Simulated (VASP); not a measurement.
Here is a VASP 6.6.1 calculation.

INCAR

```
SYSTEM = MgO
PREC = Accurate
ENCUT = 600
EDIFF = 1E-6
ISMEAR = 0
SIGMA = 0.01
LREAL = .FALSE.
LASPH = .TRUE.
NELM = 120
ALGO = Normal
ISIF = 2
LWAVE = .FALSE.
LCHARG = .FALSE.
GGA = CA
NBANDS = 11
GGA_COMPAT = .FALSE.
```

KPOINTS

```
regular mesh
0
G
  10 10 10
  0 0 0
```

The input POSCAR:

```
MgO
1.0
    0.0000000000      1.6927255444      1.6927255444
    1.6927255444      0.0000000000      1.6927255444
    1.6927255444      1.6927255444      0.0000000000
Mg O
1 1
Direct
    0.0000000000      0.0000000000      0.0000000000
    0.5000000000      0.5000000000      0.5000000000
```

Potentials or basis: VASP PAW LDA potentials, release 64 (Mg, O).

The run is started by

```bash
$ cat potpaw_LDA.64/Mg/POTCAR potpaw_LDA.64/O/POTCAR > POTCAR
$ mpirun -np 1 vasp_std > vasp.out
```

Question: Predict the pressure.

Answer: 395.1 GPa.

Question: Predict the band gap on the k mesh.

Answer: 8.38 eV, indirect (least direct gap 10.83 eV).

 A k mesh can miss the band edges.
